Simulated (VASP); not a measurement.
# MgO (Fm-3m) in VASP: notebook

Runs on MgO. Level: PBE. Tasks: single point.

All numbers are computed with VASP 6.6.1; they aren't measurements. Logs are shortened: lines on timing, memory, paths and dates and some standing lists are left out, and cuts for length are marked.

**Experimental background.**

From “Electronic structure of alkaline earth and post-transition metal oxides”, 2009, arxiv:0908.1581, for a bulk crystal of MgO: band gap 7.83 eV.

The results are compared with them further down.

## 1. The cell of the first run

The structure is cubic, space group Fm-3m (No. 225). The conventional cell has a = 4.270 Å, b = 4.270 Å, c = 4.270 Å, α = 90.00°, β = 90.00°, γ = 90.00°. Mg (site symmetry m-3m) has 6 O at 2.14 Å within 2.8 Å. O (site symmetry m-3m) has 6 Mg at 2.14 Å within 2.8 Å.

## 2. Single point, PBE

Input file INCAR:

```
SYSTEM = MgO
  PREC = Accurate
  ENCUT = 600
  EDIFF = 1E-6
  ISMEAR = 0
  SIGMA = 0.05
  LREAL = .FALSE.
  LASPH = .TRUE.
  NELM = 120
  ALGO = Normal
  ISIF = 2
  LWAVE = .FALSE.
  LCHARG = .FALSE.
  GGA = PE
  NBANDS = 11
  GGA_COMPAT = .FALSE.
```

Input file KPOINTS:

```
regular mesh
0
G
  10 10 10
  0 0 0
```

Input file POSCAR:

```
MgO
1.0
    0.0000000000      2.1351491430      2.1351491430
    2.1351491430      0.0000000000      2.1351491430
    2.1351491430      2.1351491430      0.0000000000
Mg O
1 1
Direct
    0.0000000000      0.0000000000      0.0000000000
    0.5000000000      0.5000000000      0.5000000000
```

Potentials or basis: VASP PAW PBE potentials, release 64 (Mg, O).

Run with:

```
$ cat potpaw_PBE.64/Mg/POTCAR potpaw_PBE.64/O/POTCAR > POTCAR
$ mpirun -np 1 vasp_std > vasp.out
```

OUTCAR:

```text
SYSTEM = MgO
   PREC = Accurate
   ENCUT = 600
   EDIFF = 1E-6
   ISMEAR = 0
   LREAL = .FALSE.
   LASPH = .TRUE.
   NELM = 120
   ISIF = 2
   GGA = PE

 ion  position               nearest neighbor table
   1  0.000  0.000  0.000-   2 2.14   2 2.14   2 2.14   2 2.14   2 2.14   2 2.14
   2  0.500  0.500  0.500-   1 2.14   1 2.14   1 2.14   1 2.14   1 2.14   1 2.14

  LATTYP: Found a face centered cubic cell.
 ALAT       =     4.2702982860

  Lattice vectors:

 A1 = (   0.0000000000,   2.1351491430,   2.1351491430)
 A2 = (   2.1351491430,   0.0000000000,   2.1351491430)
 A3 = (   2.1351491430,   2.1351491430,   0.0000000000)

Analysis of symmetry for initial positions (statically):
=====================================================================
 Subroutine PRICEL returns:
 Original cell was already a primitive cell.

 Routine SETGRP: Setting up the symmetry group for a
 face centered cubic supercell.

 Subroutine GETGRP returns: Found 48 space group operations
 (whereof 48 operations were pure point group operations)
 out of a pool of 48 trial point group operations.

The static configuration has the point symmetry O_h .

Analysis of symmetry for dynamics (positions and initial velocities):
=====================================================================
 Subroutine PRICEL returns:
 Original cell was already a primitive cell.

 Routine SETGRP: Setting up the symmetry group for a
 face centered cubic supercell.

 Subroutine GETGRP returns: Found 48 space group operations
 (whereof 48 operations were pure point group operations)
 out of a pool of 48 trial point group operations.

The dynamic configuration has the point symmetry O_h .

 Subroutine INISYM returns: Found 48 space group operations
 (whereof 48 operations are pure point group operations),
 and found     1 'primitive' translations

----------------------------------------------------------------------------------------

                                     Primitive cell

  volume of cell :      19.4677

  direct lattice vectors                    reciprocal lattice vectors
     0.000000000  2.135149143  2.135149143    -0.234175679  0.234175679  0.234175679
     2.135149143  0.000000000  2.135149143     0.234175679 -0.234175679  0.234175679
     2.135149143  2.135149143  0.000000000     0.234175679  0.234175679 -0.234175679

  length of vectors
     3.019556876  3.019556876  3.019556876     0.405604174  0.405604174  0.405604174

  position of ions in fractional coordinates (direct lattice)
     0.000000000  0.000000000  0.000000000
     0.500000000  0.500000000  0.500000000

  ion indices of the primitive-cell ions
   primitive index   ion index
                 1           1
                 2           2

----------------------------------------------------------------------------------------

 KPOINTS: regular mesh

Automatic generation of k-mesh.
 Grid dimensions read from file:
 generate k-points for:   10   10   10

 Generating k-lattice:

  Cartesian coordinates                     Fractional coordinates (reciprocal lattice)
    -0.023417568  0.023417568  0.023417568     0.100000000  0.000000000  0.000000000
     0.023417568 -0.023417568  0.023417568     0.000000000  0.100000000  0.000000000
     0.023417568  0.023417568 -0.023417568     0.000000000  0.000000000  0.100000000

  Length of vectors
     0.040560417  0.040560417  0.040560417

  Shift w.r.t. Gamma in fractional coordinates (k-lattice)
     0.000000000  0.000000000  0.000000000

 Subroutine IBZKPT returns following result:
 ===========================================

 Found     47 irreducible k-points:

 Following reciprocal coordinates:
            Coordinates               Weight
  0.000000  0.000000  0.000000      1.000000
  0.100000  0.000000  0.000000      8.000000
  0.200000  0.000000  0.000000      8.000000
  0.300000  0.000000  0.000000      8.000000
  0.400000  0.000000  0.000000      8.000000
  0.500000  0.000000  0.000000      4.000000
[... 16 lines left out ...]
  0.300000  0.300000  0.000000      6.000000
  0.400000  0.300000  0.000000     24.000000
 [... further k-points ...]
   k-points           NKPTS =     47   k-points in BZ     NKDIM =     47   number of bands    NBANDS=     11
   number of dos      NEDOS =    301   number of ions     NIONS =      2
   total plane-waves  NPLWV =  13824
   dimension x,y,z NGX =    24 NGY =   24 NGZ =   24
   dimension x,y,z NGXF=    48 NGYF=   48 NGZF=   48
   ions per type =               1   1
   NGX,Y,Z   is equivalent  to a cutoff of  13.21, 13.21, 13.21 a.u.
   NGXF,Y,Z  is equivalent  to a cutoff of  26.43, 26.43, 26.43 a.u.
 SYSTEM =  MgO
   PREC   = accura    normal or accurate (medium, high low for compatibility)
   ISTART =      0    job   : 0-new  1-cont  2-samecut
   ICHARG =      2    charge: 1-file 2-atom 10-const
   ISPIN  =      1    spin polarized calculation?
   LNONCOLLINEAR =      F non collinear calculations
   LSORBIT =      F    spin-orbit coupling
   LASPH  =      T    aspherical Exc in radial PAW
   ENCUT  =  600.0 eV  44.10 Ry    6.64 a.u.   6.03  6.03  6.03*2*pi/ulx,y,z
   NELM   =    120;   NELMIN=  2; NELMDL= -5     # of ELM steps
   EDIFF  = 0.1E-05   stopping-criterion for ELM
   LREAL  =      F    real-space projection
   EDIFFG = 0.1E-04   stopping-criterion for IOM
   NSW    =      0    number of steps for IOM
   IBRION =     -1    ionic relax: 0-MD 1-quasi-New 2-CG
   NFREE  =      0    steps in history (QN), initial steepest desc. (CG)
   ISIF   =      2    stress and relaxation
   ISYM   =      2    0-nonsym 1-usesym 2-fastsym
   POTIM  = 0.5000    time-step for ionic-motion
   TEBEG  =    0.0;   TEEND  =   0.0 temperature during run
   PSTRESS=    0.0 pullay stress
   NELECT =       8.0000    total number of electrons
   NUPDOWN=      -1.0000    fix difference up-down
   EMIN   =  10.00;   EMAX   =-10.00  energy-range for DOS
   EFERMI =   0.00;   METHOD = LEGACY
   ISMEAR =     0;   SIGMA  =   0.05  broadening in eV -4-tet -1-fermi 0-gaus
   EFERMI_NEDOS =   21; number of points for ismear=-14 and -15
   IALGO  =     38    algorithm
   IMIX   =      4    mixing-type and parameters
     AMIX     =   0.40;   BMIX     =  1.00
     AMIX_MAG =   1.60;   BMIX_MAG =  1.00
  volume/ion in A,a.u.               =       9.73        65.69
  Fermi-wavevector in a.u.,A,eV,Ry     =   1.217120  2.300023 20.155402  1.481380
  Thomas-Fermi vector in A             =   2.352451
   LORBIT       =      0    0 simple, 1 ext, 2 COOP (PROOUT), +10 PAW based schemes
   GGA     = PE    functional components
   LHFCALC =     F    Hartree Fock is set to
   AEXX    =    0.0000 exact exchange contribution
   IVDW    =     0    specifies the selected vdW correction
   LEPSILON=     F    determine dielectric tensor
   LRPA    =     F    only Hartree local field effects (RPA)
 non-spin polarized calculation
 Gauss-broadening in eV      SIGMA  =   0.05
  energy-cutoff  :      600.00
  volume of cell :       19.47
 maximum number of plane-waves:       666
   NGX = 13   NGY = 13   NGZ = 13

 number of electron       8.0000002 magnetization

 Free energy of the ion-electron system (eV)
  ---------------------------------------------------
  ext. energy  EPLUGINS =         0.00000000
  ---------------------------------------------------
  free energy    TOTEN  =       -11.91284463 eV

  energy without entropy =      -11.91284463  energy(sigma->0) =      -11.91284463

 E-fermi :   3.1854     XC(G=0): -10.8848

 val. band max:        2.8826862374   @ k =   0.0000   0.0000   0.0000
 cond. band min:       7.2197162055   @ k =   0.0000   0.0000   0.0000
 fundamental gap:      4.3370299681
 Fermi energy:         3.1853854023

 k-point     1 :       0.0000    0.0000    0.0000
  band No.  band energies     occupation
      1     -14.1741      2.00000
      2       2.8827      2.00000
      3       2.8827      2.00000
      4       2.8827      2.00000
      5       7.2197      0.00000
      6      18.4507      0.00000
      7      18.4507      0.00000
      8      18.4507      0.00000
      9      22.2592      0.00000
     10      23.9874      0.00000
     11      23.9874      0.00000

 k-point     2 :       0.1000    0.0000    0.0000
  band No.  band energies     occupation
      1     -14.0758      2.00000
      2       2.2384      2.00000
      3       2.8200      2.00000
      4       2.8200      2.00000
      5       7.8531      0.00000
      6      17.2120      0.00000
      7      18.6749      0.00000
      8      18.6749      0.00000
      9      23.1975      0.00000
     10      23.1975      0.00000
     11      23.8355      0.00000

 k-point     3 :       0.2000    0.0000    0.0000
  band No.  band energies     occupation
      1     -13.8066      2.00000
      2       0.9582      2.00000
      3       2.6607      2.00000
      4       2.6607      2.00000
      5       9.0526      0.00000
      6      15.6877      0.00000
      7      19.1055      0.00000
      8      19.1055      0.00000
      9      22.4971      0.00000
     10      22.4971      0.00000
     11      24.4900      0.00000

 k-point     4 :       0.3000    0.0000    0.0000
  band No.  band energies     occupation
      1     -13.4448      2.00000
      2      -0.3045      2.00000
      3       2.4732      2.00000
      4       2.4732      2.00000
      5      10.0261      0.00000
      6      14.9237      0.00000
      7      19.1467      0.00000
      8      19.1467      0.00000
      9      22.9528      0.00000
     10      22.9528      0.00000
     11      23.8697      0.00000
[... 239 lines left out ...]
 k-point    22 :      -0.2000    0.2000    0.0000
  band No.  band energies     occupation
      1     -13.3368      2.00000
      2      -0.1159      2.00000
      3       1.6115      2.00000
      4       2.4727      2.00000
      5      10.9350      0.00000
      6      14.5639      0.00000
      7      17.5308      0.00000
      8      20.1833      0.00000
      9      21.0543      0.00000
     10      23.7634      0.00000
     11      26.9968      0.00000

 k-point    23 :       0.3000    0.3000    0.0000
  band No.  band energies     occupation
      1     -13.2562      2.00000
      2      -0.1605      2.00000
      3       1.9876      2.00000
      4       1.9876      2.00000
      5      11.3086      0.00000
      6      13.2301      0.00000
      7      16.8638      0.00000
      8      20.3219      0.00000
      9      20.3219      0.00000
     10      26.5674      0.00000
     11      29.4261      0.00000

 k-point    24 :       0.4000    0.3000    0.0000
  band No.  band energies     occupation
      1     -13.0286      2.00000
      2      -0.5596      2.00000
      3       1.6386      2.00000
      4       1.8472      2.00000
      5      12.0516      0.00000
      6      12.9334      0.00000
      7      16.0516      0.00000
      8      20.5244      0.00000
      9      20.7239      0.00000
     10      27.2666      0.00000
     11      29.0430      0.00000

 [... further k-points ...]

------------------------ aborting loop because EDIFF is reached ----------------------------------------

  FORCE on cell =-STRESS in cart. coord.  units (eV):
  Direction    XX          YY          ZZ          XY          YZ          ZX
  --------------------------------------------------------------------------------------
  -------------------------------------------------------------------------------------
  Total       -0.3251661     -0.3251661     -0.3251661      0.0000000      0.0000000      0.0000000
  in kB      -26.7609271    -26.7609271    -26.7609271      0.0000000      0.0000000      0.0000000
  external PRESSURE =     -26.7609271 kB  Pullay stress =       0.0000000 kB

 VOLUME and BASIS-vectors are now :
 -----------------------------------------------------------------------------
  energy-cutoff  :      600.00
  volume of cell :       19.47
      direct lattice vectors                 reciprocal lattice vectors
     0.000000000  2.135149143  2.135149143    -0.234175679  0.234175679  0.234175679
     2.135149143  0.000000000  2.135149143     0.234175679 -0.234175679  0.234175679
     2.135149143  2.135149143  0.000000000     0.234175679  0.234175679 -0.234175679

 POSITION                                       TOTAL-FORCE (eV/Angst)
 -----------------------------------------------------------------------------------
      0.00000      0.00000      0.00000         0.000000      0.000000      0.000000
      2.13515      2.13515      2.13515        -0.000000     -0.000000     -0.000000
 -----------------------------------------------------------------------------------
    total drift:                               -0.000000     -0.000000      0.000000

  FREE ENERGIE OF THE ION-ELECTRON SYSTEM (eV)
  ---------------------------------------------------
  free  energy   TOTEN  =       -11.9128446281 eV

  energy  without entropy=      -11.9128446281  energy(sigma->0) =      -11.91284463
```

Run time: 14 s. Hardware: 1 thread of Intel Xeon 8259CL, shared host; peak memory 0.14 GiB.

Results:

* Free energy: -11.9128 eV
* Pressure: -2.7 GPa
* Band gap on the k mesh: 4.34 eV, direct

Levels at points of the mesh, in eV from the valence-band top:
```tsv
k point	band 1	band 2	band 3	band 4	band 5	band 6	band 7	band 8	band 9
(0.00, 0.00, 0.00)	-17.06	0.00	0.00	0.00	4.34	15.57	15.57	15.57	19.38
(0.50, 0.00, 0.00)	-15.87	-4.44	-0.61	-0.61	7.64	12.14	15.89	15.89	20.28
(0.50, 0.50, 0.00)	-15.63	-3.92	-1.29	-1.29	9.07	9.53	12.67	18.35	18.35
```

## 3. Single point, PBE

Input file INCAR:

```
SYSTEM = MgO
PREC = Accurate
ENCUT = 520
EDIFF = 1E-7
ISMEAR = 0
SIGMA = 0.05
LREAL = .False.
LASPH = .True.
NELM = 60
ALGO = Normal
ISIF = 2
LWAVE = .False.
LCHARG = .True.
GGA = PE
LELF = .True.
LVHAR = .True.
NBANDS = 11
```

Input file KPOINTS:

```
regular mesh
0
Gamma
  6 6 6
  0 0 0
```

POSCAR is that of step 2.

Potentials or basis: VASP PAW PBE potentials, release 64 (Mg, O).

Run with:

```
$ cat potpaw_PBE.64/Mg/POTCAR potpaw_PBE.64/O/POTCAR > POTCAR
$ mpirun -np 1 vasp_std > vasp.out
```

OUTCAR:

```text
SYSTEM = MgO
   PREC = Accurate
   ENCUT = 520
   EDIFF = 1E-7
   ISMEAR = 0
   LREAL = .False.
   LASPH = .True.
   NELM = 60
   ISIF = 2
   GGA = PE

 ion  position               nearest neighbor table
   1  0.000  0.000  0.000-   2 2.14   2 2.14   2 2.14   2 2.14   2 2.14   2 2.14
   2  0.500  0.500  0.500-   1 2.14   1 2.14   1 2.14   1 2.14   1 2.14   1 2.14

  LATTYP: Found a face centered cubic cell.
 ALAT       =     4.2702982860

  Lattice vectors:

 A1 = (   0.0000000000,   2.1351491430,   2.1351491430)
 A2 = (   2.1351491430,   0.0000000000,   2.1351491430)
[... 400 lines left out ...]

  FORCE on cell =-STRESS in cart. coord.  units (eV):
  Direction    XX          YY          ZZ          XY          YZ          ZX
  --------------------------------------------------------------------------------------
  -------------------------------------------------------------------------------------
  Total       -0.2965620     -0.2965620     -0.2965620      0.0000000      0.0000000     -0.0000000
  in kB      -24.4068315    -24.4068315    -24.4068315      0.0000000      0.0000000     -0.0000000
  external PRESSURE =     -24.4068315 kB  Pullay stress =       0.0000000 kB

 VOLUME and BASIS-vectors are now :
 -----------------------------------------------------------------------------
  energy-cutoff  :      520.00
  volume of cell :       19.47
      direct lattice vectors                 reciprocal lattice vectors
     0.000000000  2.135149143  2.135149143    -0.234175679  0.234175679  0.234175679
     2.135149143  0.000000000  2.135149143     0.234175679 -0.234175679  0.234175679
     2.135149143  2.135149143  0.000000000     0.234175679  0.234175679 -0.234175679

 POSITION                                       TOTAL-FORCE (eV/Angst)
 -----------------------------------------------------------------------------------
      0.00000      0.00000      0.00000         0.000000      0.000000      0.000000
      2.13515      2.13515      2.13515        -0.000000     -0.000000      0.000000
 -----------------------------------------------------------------------------------
    total drift:                               -0.000000     -0.000000      0.000000

  FREE ENERGIE OF THE ION-ELECTRON SYSTEM (eV)
  ---------------------------------------------------
  free  energy   TOTEN  =       -11.9093681321 eV

  energy  without entropy=      -11.9093681321  energy(sigma->0) =      -11.90936813
```

Wall time 4.1 s (1 thread of Intel Xeon Platinum 8259CL at 2.50GHz (Skylake/Cascade Lake), shared host); peak memory 0.13 GiB.

Results:

```yaml
Free_energy: -11.9094 eV
Pressure: -2.4 GPa
Band_gap_on_the_k_mesh: 4.34 eV, direct
```

Caveat: the k points lie up to 0.42 Å⁻¹ apart.

## 4. How close it comes

Step 2. Against the measured gap of MgO, 7.83 eV (quoted in “Electronic structure of alkaline earth and post-transition metal oxides”, 2009, arxiv:0908.1581), the calculated 4.34 eV is off by -3.49 eV. The value is that of PBE, without temperature or zero-point motion. Semilocal functionals fall short of measured gaps as a rule.
